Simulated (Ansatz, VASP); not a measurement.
Two plane-wave programs on Os

```
Os
1.0
     2.73829    0.00000    0.00000
    -1.36914    2.37143    0.00000
     0.00000    0.00000    4.31602
Os
2
Cartesian
  0.0000 1.5810 1.0790
  1.3691 0.7905 3.2370
```

Alike in both runs: functional r2SCAN; k mesh 20 × 20 × 12; occupations fermi-dirac, width 0.05 eV; no spin polarisation.

Ansatz relaxed the structure, and its values are those at the end. VASP's run is a single point on that final structure, the one shown.

|  | VASP | Ansatz |
| --- | --- | --- |
| version | VASP 6.6.1 | Ansatz 0.2.0 |
| potentials or method | VASP PAW PBE potentials, release 64 (Os) | PAW with Ansatz's default frozen-core files, scalar-relativistic |
| plane-wave cutoff (eV) | 520 | 500 |
| valence electrons in the cell | 16 | 32 |

|  | VASP | Ansatz | Ansatz less VASP |
| --- | --- | --- | --- |
| pressure (GPa) | 1.0 | 0.0 | -0.99 |

VASP's potentials were made for PBE, not for r2SCAN. VASP's potentials hold 16 valence electrons a cell and Ansatz's 32, so a difference there can come from the potentials and not from the codes.

Spin-orbit coupling is off throughout.
